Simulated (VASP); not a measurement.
LaP: single point with LDA

Crystal: LaP.

```
La P
1.0
     0.00000    3.07275    3.01250
     3.07275    0.00000    3.01250
     3.07275    3.07275    0.00000
La P
1 1
Direct
  0.00000 0.00000 0.00000
  0.50000 0.50000 0.50000
```

This cell differs from its parent crystal: equal xx and yy strain of +2 %.

```yaml
Program: VASP 6.6.1
Task: single point
Functional: LDA
Potentials_or_basis: VASP PAW LDA potentials, release 64 (La, P)
Cutoff: 520 eV
k_mesh: 10 × 10 × 10
Occupations: fermi-dirac, width 0.03 eV
Spin: no spin polarisation
```

```
Pressure               : -5.7 GPa
Band gap on the k mesh : zero (bands 8 and 9 overlap by 0.20 eV)
```

Stress tensor (GPa, compression positive):
```
-6.42  0.00  0.00
 0.00 -6.42  0.00
 0.00  0.00 -4.19
```

Levels at points of the mesh, in eV from the Fermi level:
| k point | band 4 | band 5 | band 6 | band 7 | band 8 | band 9 | band 10 | band 11 | band 12 | band 13 |
| --- | --- | --- | --- | --- | --- | --- | --- | --- | --- | --- |
| (0.00, 0.00, 0.00) | -15.35 | -9.06 | 0.05 | 0.05 | 0.11 | 1.66 | 1.66 | 1.81 | 2.35 | 2.50 |
| (0.50, 0.00, 0.00) | -15.39 | -7.69 | -2.99 | -1.60 | -1.60 | 2.24 | 2.47 | 2.48 | 2.71 | 2.72 |
| (0.50, 0.50, 0.00) | -15.54 | -8.67 | -0.85 | -0.19 | -0.19 | -0.09 | 2.58 | 2.61 | 2.70 | 2.70 |
| (0.50, 0.00, 0.50) | -15.51 | -8.67 | -0.99 | -0.18 | -0.10 | -0.09 | 2.59 | 2.64 | 2.68 | 2.69 |

Run time: 110 s on 1 thread of Intel Xeon 8259CL, with other jobs on the host, peak memory 0.24 GiB.

Caveat: the cell differs from its parent crystal (equal xx and yy strain of +2 %); the cell stands under tension; spin-orbit coupling is left out, which moves the levels of the heavy elements.
